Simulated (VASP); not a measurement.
Input of a VASP 6.6.1 run:

Contents of POSCAR:

```
GdO
1.0
    0.0000000000      2.7000000000      2.7000000000
    2.7000000000      0.0000000000      2.7000000000
    2.7000000000      2.7000000000      0.0000000000
Gd O
1 1
Direct
    0.0000000000      0.0000000000      0.0000000000
    0.7500000000      0.7500000000      0.7500000000
```

INCAR.step1

```
SYSTEM = GdO
PREC = Accurate
ENCUT = 520
EDIFF = 1E-5
ISMEAR = -1
SIGMA = 0.05
LREAL = .False.
LASPH = .True.
NELM = 150
ALGO = Normal
ISIF = 2
LWAVE = .True.
LCHARG = .False.
ISPIN = 2
MAGMOM = 7 0
LORBIT = 11
LMAXMIX = 6
NBANDS = 23
GGA = PE
KPAR = 4
```

INCAR.step2

```
SYSTEM = GdO
PREC = Accurate
ENCUT = 520
EDIFF = 1E-6
ISMEAR = -1
SIGMA = 0.05
LREAL = .False.
LASPH = .True.
NELM = 150
ALGO = Normal
ISIF = 2
LWAVE = .False.
LCHARG = .False.
ISPIN = 2
MAGMOM = 7 0
LORBIT = 11
LMAXMIX = 6
METAGGA = R2SCAN
LHFCALC = .True.
AEXX = 0.25
LMIXTAU = .True.
PRECFOCK = Normal
NBANDS = 23
ISTART = 1
KPAR = 4
```

The input KPOINTS:

```
regular mesh
0
Gamma
  5 5 5
  0 0 0
```

Potentials or basis: VASP PAW PBE potentials, release 64 (Gd, O).

The run is started by

```console
$ cat potpaw_PBE.64/Gd/POTCAR potpaw_PBE.64/O/POTCAR > POTCAR
$ cp INCAR.step1 INCAR
$ mpirun -np 4 vasp_std > vasp.out
$ cp INCAR.step2 INCAR
$ mpirun -np 4 vasp_std > vasp.out
```

(1) What does it give for the net moment?

(2) What does it give for the site moments?

Results:

(1) 7.98 μB per cell.

(2) Gd +7.03; O +0.04 μB.

Caveat: the k points lie up to 0.40 Å⁻¹ apart; a cell with one magnetic atom can't hold antiferromagnetic order, which such compounds often take.
